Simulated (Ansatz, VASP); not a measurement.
One calculation of AlFe3, two programs

Contents of INCAR:

```
SYSTEM = AlFe3
  PREC = Accurate
  ENCUT = 520
  EDIFF = 1E-6
  ISMEAR = -1
  SIGMA = 0.1
  LREAL = .FALSE.
  LASPH = .TRUE.
  NELM = 150
  ALGO = Normal
  ISIF = 2
  LWAVE = .FALSE.
  LCHARG = .FALSE.
  ISPIN = 2
  MAGMOM = 0 4.5 4.5 4.5
  LORBIT = 11
  LMAXMIX = 4
  GGA = PS
  NBANDS = 26
```

File KPOINTS:

```
Automatic mesh
0
G
  2 2 2
  0 0 0
```

Contents of POSCAR:

```
AlFe3
1.0
    3.6392911100      0.0000000000      0.0000000000
    0.0000000000      3.6392911100      0.0000000000
    0.0000000000      0.0000000000      3.6392911100
Al Fe
1 3
Direct
    0.0000000000      0.0000000000      0.0000000000
    0.0000000000      0.5000000000      0.5000000000
    0.5000000000      0.0000000000      0.5000000000
    0.5000000000      0.5000000000      0.0000000000
```

Input for Ansatz:

```yaml
crystal:
  lattice:
    - [3.63929111, 0.0, 0.0]
    - [0.0, 3.63929111, 0.0]
    - [0.0, 0.0, 3.63929111]
  atoms:
    - { symbol: Al, position: [0.0, 0.0, 0.0], spin: 0.0 }
    - { symbol: Fe, position: [0.0, 0.5, 0.5], spin: 4.5 }
    - { symbol: Fe, position: [0.5, 0.0, 0.5], spin: 4.5 }
    - { symbol: Fe, position: [0.5, 0.5, 0.0], spin: 4.5 }
kpoints:
  mp_grid:
    grid: [2, 2, 2]
hamiltonian:
  xc: pbesol
magnetization:
  spin_polarized: true
scf:
  occupations:
    method: fermi_dirac
    width: 0.1
```

Alike in both runs: task single point; functional PBEsol; k mesh 2 × 2 × 2; occupations fermi-dirac, width 0.1 eV; collinear spin.

|  | VASP | Ansatz |
| --- | --- | --- |
| version | VASP 6.6.1 | Ansatz 0.2.0 |
| potentials or method | VASP PAW PBE potentials, release 64 (Al, Fe) | plane waves, PAW |
| plane-wave cutoff (eV) | 520 | 420 |
| valence electrons in the cell | 27 | 51 |

Ansatz gave:

```
net moment per atom (μB)                                      : 1.73
size of the moment on the site where the two differ most (μB) : 0.07
```

What did VASP give for the same quantities?

net moment per atom (μB): 1.74; size of the moment on the site where the two differ most (μB): 0.06.

VASP's potentials were made for PBE, not for PBEsol. Site moments also hang on the region over which each program counts them. VASP's potentials hold 27 valence electrons a cell and Ansatz's 51, so a difference there can come from the potentials and not from the codes. Ansatz's warnings: given moment on shells.

The k mesh is coarse, so the values compare programs but aren't converged.
